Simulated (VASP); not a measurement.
# TiC (I4/mmm) in VASP: further runs

The runs below take TiC through single point, with r2SCAN.

Everything below comes from runs of VASP 6.6.1. Logs are shortened: lines on timing, memory, paths and dates and some standing lists are left out, and cuts for length are marked.

## Step 1: The cell of the first run

Symmetry: I4/mmm, No. 139, tetragonal system. Conventional cell: a = 3.106 Å, b = 3.106 Å, c = 4.328 Å, α = 90.00°, β = 90.00°, γ = 90.00°. Ti (site symmetry 4/mmm) has 6 C at 2.16 to 2.20 Å within 2.9 Å. Within 2.9 Å of C (site symmetry 4/mmm) lie 6 Ti at 2.16 to 2.20 Å.

## Step 2: Single point, r2SCAN (strain +0.015 along x and y, +0.000 along z)

Contents of POSCAR:

```
TiC
1.0
    0.0000000000      2.1964600000      2.1640000000
    2.1964600000      0.0000000000      2.1640000000
    2.1964600000      2.1964600000      0.0000000000
Ti C
1 1
Direct
    0.0000000000      0.0000000000      0.0000000000
    0.5000000000      0.5000000000      0.5000000000
```

Contents of INCAR.step1:

```
SYSTEM = TiC
ALGO = Normal ; EDIFF = 1E-4
ENCUT = 520 ; GGA = PE
ISMEAR = 0 ; LASPH = .TRUE.
LCHARG = .FALSE. ; LREAL = .FALSE.
LWAVE = .TRUE. ; NBANDS = 15
NELM = 80 ; PREC = Accurate
SIGMA = 0.15
```

Contents of INCAR.step2:

```
SYSTEM = TiC
ALGO = Normal ; EDIFF = 1E-7
ENCUT = 520 ; ISIF = 2
ISMEAR = 0 ; ISTART = 1
LASPH = .TRUE. ; LCHARG = .FALSE.
LMIXTAU = .TRUE. ; LREAL = .FALSE.
LWAVE = .FALSE. ; METAGGA = R2SCAN
NBANDS = 15 ; NELM = 80
PREC = Accurate ; SIGMA = 0.15
```

Contents of KPOINTS:

```
k-points
0
G
  18 18 18
  0 0 0
```

Potentials or basis: VASP PAW PBE potentials, release 64 (Ti_sv, C).

Launch:

```console
$ cat potpaw_PBE.64/Ti_sv/POTCAR potpaw_PBE.64/C/POTCAR > POTCAR
$ cp INCAR.step1 INCAR
$ mpirun -np 1 vasp_std > vasp.out
$ cp INCAR.step2 INCAR
$ mpirun -np 1 vasp_std > vasp.out
```

OUTCAR:

```text
SYSTEM = TiC
   EDIFF = 1E-7
   ENCUT = 520
   ISIF = 2
   ISMEAR = 0
   ISTART = 1
   LASPH = .TRUE.
   LREAL = .FALSE.
   METAGGA = R2SCAN
   NELM = 80
   PREC = Accurate

 ion  position               nearest neighbor table
   1  0.000  0.000  0.000-   2 2.16   2 2.16   2 2.20   2 2.20   2 2.20   2 2.20
   2  0.500  0.500  0.500-   1 2.16   1 2.16   1 2.20   1 2.20   1 2.20   1 2.20

  LATTYP: Found a body centered tetragonal cell.
 ALAT       =     3.1062635212
 C/A-ratio  =     1.3933138546

  Lattice vectors:

 A1 = (   0.0000000000,  -2.1964600000,  -2.1640000000)
 A2 = (   0.0000000000,   2.1964600000,  -2.1640000000)
 A3 = (   2.1964600000,   0.0000000000,   2.1640000000)

Analysis of symmetry for initial positions (statically):
=====================================================================
 Subroutine PRICEL returns:
 Original cell was already a primitive cell.

 Routine SETGRP: Setting up the symmetry group for a
 body centered tetragonal supercell.

 Subroutine GETGRP returns: Found 16 space group operations
 (whereof 16 operations were pure point group operations)
 out of a pool of 16 trial point group operations.

The static configuration has the point symmetry D_4h.

Analysis of symmetry for dynamics (positions and initial velocities):
=====================================================================
 Subroutine PRICEL returns:
 Original cell was already a primitive cell.

 Routine SETGRP: Setting up the symmetry group for a
 body centered tetragonal supercell.

 Subroutine GETGRP returns: Found 16 space group operations
 (whereof 16 operations were pure point group operations)
 out of a pool of 16 trial point group operations.

The dynamic configuration has the point symmetry D_4h.

 Subroutine INISYM returns: Found 16 space group operations
 (whereof 16 operations are pure point group operations),
 and found     1 'primitive' translations

----------------------------------------------------------------------------------------

                                     Primitive cell

  volume of cell :      20.8802

  direct lattice vectors                    reciprocal lattice vectors
     0.000000000  2.196460000  2.164000000    -0.227639019  0.227639019  0.231053604
     2.196460000  0.000000000  2.164000000     0.227639019 -0.227639019  0.231053604
     2.196460000  2.196460000  0.000000000     0.227639019  0.227639019 -0.231053604

  length of vectors
     3.083396266  3.083396266  3.106263521     0.396263567  0.396263567  0.396263567

[... 92 lines left out ...]
   NUPDOWN=      -1.0000    fix difference up-down
   EMIN   =  10.00;   EMAX   =-10.00  energy-range for DOS
   EFERMI =   0.00;   METHOD = LEGACY
   ISMEAR =     0;   SIGMA  =   0.15  broadening in eV -4-tet -1-fermi 0-gaus
   EFERMI_NEDOS =   21; number of points for ismear=-14 and -15
   IALGO  =     38    algorithm
   IMIX   =      4    mixing-type and parameters
     AMIX     =   0.40;   BMIX     =  1.00
     AMIX_MAG =   1.60;   BMIX_MAG =  1.00
  volume/ion in A,a.u.               =      10.44        70.45
  Fermi-wavevector in a.u.,A,eV,Ry     =   1.498086  2.830973 30.535052  2.244263
  Thomas-Fermi vector in A             =   2.609891
   LORBIT       =      0    0 simple, 1 ext, 2 COOP (PROOUT), +10 PAW based schemes
   METAGGA = R2SCAN    functional components
   LHFCALC =     F    Hartree Fock is set to
   AEXX    =    0.0000 exact exchange contribution
   IVDW    =     0    specifies the selected vdW correction
   LEPSILON=     F    determine dielectric tensor
   LRPA    =     F    only Hartree local field effects (RPA)
 non-spin polarized calculation
 Gauss-broadening in eV      SIGMA  =   0.15
  energy-cutoff  :      520.00
  volume of cell :       20.88
 maximum number of plane-waves:       580
   NGX = 11   NGY = 11   NGZ = 11

 number of electron      15.9999997 magnetization

 Free energy of the ion-electron system (eV)
  ---------------------------------------------------
  ext. energy  EPLUGINS =         0.00000000
  ---------------------------------------------------
  free energy    TOTEN  =       -24.85636166 eV

  energy without entropy =      -24.85345789  energy(sigma->0) =      -24.85490978

 E-fermi :   9.1784     XC(G=0): -13.4301

 val. band max:        9.1644438506   @ k =   0.1111   0.0556   0.0000
 cond. band min:       9.1968850736   @ k =   0.5000  -0.0000   0.4444
 fundamental gap:      0.0324412229
 Fermi energy:         9.1784049450

 k-point     1 :       0.0000    0.0000    0.0000
  band No.  band energies     occupation
      1     -49.8947      2.00000
      2     -24.8917      2.00000
      3     -24.8917      2.00000
      4     -24.8729      2.00000
      5      -3.9055      2.00000
      6       9.9825      0.00000
      7       9.9825      0.00000
      8      10.0957      0.00000
      9      10.7720      0.00000
     10      10.7840      0.00000
     11      10.7840      0.00000
     12      10.8351      0.00000
     13      10.8718      0.00000
     14      19.9588      0.00000
[... 401 lines left out ...]
      2     -25.1085      2.00000
      3     -24.9120      2.00000
      4     -24.9089      2.00000
      5      -2.6651      2.00000
      6       6.4363      2.00000
      7       7.2857      2.00000
      8       7.6195      2.00000
      9      10.8121      0.00000
     10      11.2017      0.00000
     11      12.1602      0.00000
     12      14.4296      0.00000
     13      15.3207      0.00000
     14      20.8066      0.00000
     15      23.9116      0.00000

 [... further k-points ...]

------------------------ aborting loop because EDIFF is reached ----------------------------------------

  FORCE on cell =-STRESS in cart. coord.  units (eV):
  Direction    XX          YY          ZZ          XY          YZ          ZX
  --------------------------------------------------------------------------------------
  -------------------------------------------------------------------------------------
  Total       -1.0691122     -1.0691122     -0.3644293      0.0000000     -0.0000000      0.0000000
  in kB      -82.0351599    -82.0351599    -27.9634023      0.0000000     -0.0000000      0.0000000
  external PRESSURE =     -64.0112407 kB  Pullay stress =       0.0000000 kB

 VOLUME and BASIS-vectors are now :
 -----------------------------------------------------------------------------
  energy-cutoff  :      520.00
  volume of cell :       20.88
      direct lattice vectors                 reciprocal lattice vectors
     0.000000000  2.196460000  2.164000000    -0.227639019  0.227639019  0.231053604
     2.196460000  0.000000000  2.164000000     0.227639019 -0.227639019  0.231053604
     2.196460000  2.196460000  0.000000000     0.227639019  0.227639019 -0.231053604

 POSITION                                       TOTAL-FORCE (eV/Angst)
 -----------------------------------------------------------------------------------
      0.00000      0.00000      0.00000         0.000000      0.000000      0.000000
      2.19646      2.19646      2.16400        -0.000000     -0.000000      0.000000
 -----------------------------------------------------------------------------------
    total drift:                                0.000000     -0.000000     -0.000000

  FREE ENERGIE OF THE ION-ELECTRON SYSTEM (eV)
  ---------------------------------------------------
  free  energy   TOTEN  =       -24.8563616582 eV

  energy  without entropy=      -24.8534578933  energy(sigma->0) =      -24.85490978
```

OUTCAR.step1:

```text
SYSTEM = TiC
   EDIFF = 1E-4
   ENCUT = 520
   GGA = PE
   ISMEAR = 0
   LASPH = .TRUE.
   LREAL = .FALSE.
[... 653 lines left out ...]
      0.00000      0.00000      0.00000         0.000000     -0.000000      0.000000
      2.19646      2.19646      2.16400        -0.000000      0.000000      0.000000
 -----------------------------------------------------------------------------------
    total drift:                                0.000000     -0.000000     -0.000000

  FREE ENERGIE OF THE ION-ELECTRON SYSTEM (eV)
  ---------------------------------------------------
  free  energy   TOTEN  =       -18.6978469702 eV

  energy  without entropy=      -18.6943698257  energy(sigma->0) =      -18.69610840
```

Run time: 6.7 min. Hardware: 1 thread of AMD EPYC 9R45 (Zen 5), shared host; peak memory 0.24 GiB.

What came out:

| Item | Value |
| --- | --- |
| Free energy | -24.8564 eV |
| Pressure | -6.4 GPa |
| Band gap on the k mesh | zero (bands 8 and 9 overlap by 1.49 eV) |

Stress tensor (GPa, compression positive):
```
-8.20  0.00  0.00
 0.00 -8.20  0.00
 0.00  0.00 -2.80
```

Caveat: the cell differs from its parent crystal (strain +0.015 along x and y, +0.000 along z); the stress differs along the axes, from -8 to -3 GPa; the PAW data sets were made with another functional, which shifts forces and pressure a little.

## Step 3: Single point, r2SCAN (strain +0.030 along x and y, +0.000 along z)

Contents of POSCAR:

```
TiC
1.0
    0.0000000000      2.2289200000      2.1640000000
    2.2289200000      0.0000000000      2.1640000000
    2.2289200000      2.2289200000      0.0000000000
Ti C
1 1
Direct
    0.0000000000      0.0000000000      0.0000000000
    0.5000000000      0.5000000000      0.5000000000
```

Contents of INCAR.step1:

```
SYSTEM = TiC
PREC = Accurate ; ENCUT = 520
ISMEAR = 0 ; SIGMA = 0.15
LREAL = .False. ; LASPH = .True.
NELM = 60 ; NBANDS = 15
GGA = PE ; ALGO = Normal
EDIFF = 1E-4 ; LWAVE = .True.
LCHARG = .False.
```

Contents of INCAR.step2:

```
SYSTEM = TiC
PREC = Accurate ; ENCUT = 520
EDIFF = 1E-6 ; ISMEAR = 0
SIGMA = 0.15 ; LREAL = .False.
LASPH = .True. ; NELM = 60
ALGO = Normal ; ISIF = 2
LWAVE = .False. ; LCHARG = .False.
METAGGA = R2SCAN ; LMIXTAU = .True.
NBANDS = 15 ; ISTART = 1
```

Contents of KPOINTS:

```
regular mesh
0
Gamma
  18 18 18
  0 0 0
```

Potentials or basis: VASP PAW PBE potentials, release 64 (Ti_sv, C).

Launch:

```console
$ cat potpaw_PBE.64/Ti_sv/POTCAR potpaw_PBE.64/C/POTCAR > POTCAR
$ cp INCAR.step1 INCAR
$ mpirun -np 1 vasp_std > vasp.out
$ cp INCAR.step2 INCAR
$ mpirun -np 1 vasp_std > vasp.out
```

It took 5.8 min on 1 thread of AMD EPYC 9R45 (Zen 5), shared host; peak memory 0.24 GiB.

Results (log left out):

- Free energy: -24.8098 eV
- Pressure: -12.6 GPa
- Band gap on the k mesh: zero (bands 8 and 9 overlap by 1.59 eV)

Stress tensor (GPa, compression positive):
```
-15.79   0.00   0.00
  0.00 -15.79   0.00
  0.00   0.00  -6.25
```

Levels at points of the mesh, in eV from the Fermi level:
```tsv
k point	band 5	band 6	band 7	band 8	band 9	band 10	band 11	band 12
(0.00, 0.00, 0.00)	-12.95	0.76	0.76	0.97	1.48	1.55	1.55	1.64
(0.50, 0.00, 0.00)	-9.70	-5.84	-2.98	-2.95	2.84	2.96	4.05	7.74
(0.50, 0.50, 0.00)	-10.68	-3.43	-1.39	-0.35	-0.35	2.52	3.49	3.49
(0.50, 0.00, 0.50)	-10.74	-3.74	-1.35	-0.13	-0.11	2.49	3.38	3.55
```

Caveat: the cell differs from its parent crystal (strain +0.030 along x and y, +0.000 along z); the stress differs along the axes, from -16 to -6 GPa; the PAW data sets were made with another functional, which shifts forces and pressure a little.

## Step 4: Single point, r2SCAN (strain +0.015 along x and y, +0.030 along z)

Contents of POSCAR:

```
TiC
1.0
    0.0000000000      2.1964600000      2.2289200000
    2.1964600000      0.0000000000      2.2289200000
    2.1964600000      2.1964600000      0.0000000000
Ti C
1 1
Direct
    0.0000000000      0.0000000000      0.0000000000
    0.5000000000      0.5000000000      0.5000000000
```

Contents of INCAR.step1:

```
  ALGO = Normal
  EDIFF = 1E-4
  ENCUT = 520
  GGA = PE
  ISMEAR = 0
  LASPH = True
  LCHARG = False
  LREAL = False
  LWAVE = True
  NBANDS = 15
  NELM = 100
  PREC = Accurate
  SIGMA = 0.15
```

Contents of INCAR.step2:

```
  ALGO = Normal
  EDIFF = 1E-6
  ENCUT = 520
  ISIF = 2
  ISMEAR = 0
  ISTART = 1
  LASPH = True
  LCHARG = False
  LMIXTAU = True
  LREAL = False
  LWAVE = False
  METAGGA = R2SCAN
  NBANDS = 15
  NELM = 100
  PREC = Accurate
  SIGMA = 0.15
```

Contents of KPOINTS:

```
k-points
0
Gamma
  18 18 18
```

Launch:

```console
$ cat potpaw_PBE.64/Ti_sv/POTCAR potpaw_PBE.64/C/POTCAR > POTCAR
$ cp INCAR.step1 INCAR
$ mpirun -np 1 vasp_std > vasp.out
$ cp INCAR.step2 INCAR
$ mpirun -np 1 vasp_std > vasp.out
```

Run time: 6.5 min. Hardware: 1 thread of AMD EPYC 9R45 (Zen 5), shared host; peak memory 0.25 GiB.

Results (log left out):

```
Free energy            : -24.8189 eV
Pressure               : -12.9 GPa
Band gap on the k mesh : zero (bands 8 and 9 overlap by 1.37 eV)
```

Stress tensor (GPa, compression positive):
```
-11.49   0.00   0.00
  0.00 -11.49   0.00
  0.00   0.00 -15.83
```

Levels at points of the mesh, in eV from the Fermi level:
```
           k point  band 6  band 7  band 8  band 9  band 10  band 11
(0.00, 0.00, 0.00)    0.75    0.86    0.86    1.52     1.56     1.60
(0.50, 0.00, 0.00)   -5.84   -2.97   -2.95    2.87     2.93     4.04
(0.50, 0.50, 0.00)   -3.73   -1.35   -0.12   -0.12     2.50     3.47
(0.50, 0.00, 0.50)   -3.59   -1.36   -0.24   -0.23     2.51     3.43
```

Caveat: the cell differs from its parent crystal (strain +0.015 along x and y, +0.030 along z); the cell stands under tension; the PAW data sets were made with another functional, which shifts forces and pressure a little.

## Step 5: Summary

| cell | gap on the mesh (eV) | pressure (GPa) |
| --- | --- | --- |
| a = 3.083, b = 3.083, c = 3.106 Å, angles 59.8, 59.8, 60.5°, 2 atoms | none | -6.4 |
| a = 3.107, b = 3.107, c = 3.152 Å, angles 59.5, 59.5, 61.0°, 2 atoms | none | -12.6 |
| a = 3.129, b = 3.129, c = 3.106 Å, angles 60.2, 60.2, 59.5°, 2 atoms | none | -12.9 |

Alike in all rows: task single point; level r2SCAN; potentials or basis VASP PAW PBE potentials, release 64 (Ti_sv, C); no spin polarisation; k mesh 18 × 18 × 18; cutoff (eV) 520; smearing gaussian 0.15 eV.

Caveats: the PAW data sets were made with another functional, which shifts forces and pressure a little; the stress differs along the axes, from -8 to -3 GPa (at least some runs); the stress differs along the axes, from -16 to -6 GPa (at least some runs); the cell stands under tension (at least some runs).

Total energies depend on the potentials used, so only differences within one code and one set of settings carry meaning.

The gap in the log of VASP goes by the Fermi energy; the results here count the filled bands.